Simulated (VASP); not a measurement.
Write the native input for VASP 6.6.1 that does the following.

| Quantity | Value |
| --- | --- |
| Task | single point |
| Functional | PBE |
| Potentials or basis | VASP PAW PBE potentials, release 64 (Al, In_d, As) |
| Cutoff | 500 eV |
| k mesh | 3 × 3 × 3 |
| Occupations | gaussian, width 0.2 eV |
| Spin | no spin polarisation |
| Dipole correction | no |
| Further INCAR settings | ALGO = Normal; EDIFF = 1e-06; NBANDS = 56 |

The structure of AlIn2As3 lies in POSCAR:

```
AlIn2As3
1.0
    6.3745057951     -3.6839268112      0.0000000000
    6.3745057951      3.6839268112      0.0000000000
    0.0000000000      0.0000000000      6.9963601068
Al In As
2 4 6
Direct
    0.8388490401      0.1611509599      0.5007962381
    0.1611509599      0.8388490401      0.0007962381
    0.4935889712      0.8330768108      0.4989628570
    0.5064110288      0.1669231892     -0.0010371430
    0.8330768108      0.4935889712     -0.0010371430
    0.1669231892      0.5064110288      0.4989628570
    0.4822567069      0.8337937753      0.1161622752
    0.5177432931      0.1662062247      0.6161622752
    0.8527439270      0.1472560730      0.1439534977
    0.1472560730      0.8527439270      0.6439534977
    0.8337937753      0.4822567069      0.6161622752
    0.1662062247      0.5177432931      0.1161622752
```

These files were run (other wordings do the same):

INCAR

```
PREC = Accurate
ENCUT = 500
EDIFF = 1E-6
ISMEAR = 0
SIGMA = 0.2
LREAL = False
LASPH = True
NELM = 120
ALGO = Normal
ISIF = 2
LWAVE = False
LCHARG = False
GGA = PE
NBANDS = 56
GGA_COMPAT = False
```

KPOINTS

```
Automatic mesh
0
Gamma
  3 3 3
```

Potentials or basis: VASP PAW PBE potentials, release 64 (Al, In_d, As).

The run is started by

```bash
$ cat potpaw_PBE.64/Al/POTCAR potpaw_PBE.64/In_d/POTCAR potpaw_PBE.64/As/POTCAR > POTCAR
$ mpirun -np 1 vasp_std > vasp.out
```

It gave:

```json
{"Pressure": "-0.1 GPa", "Largest force": "0.051 eV/Å", "Band gap on the k mesh": "0.20 eV"}
```

Caveat: semilocal functionals underestimate gaps, and a narrow one can read as zero; spin-orbit coupling is left out, which moves the levels of the heavy elements.

Wall time 2.6 min on 1 thread of Intel(R) Xeon(R) Platinum 8559C (Emerald Rapids) (shared host), peak memory 0.43 GiB.
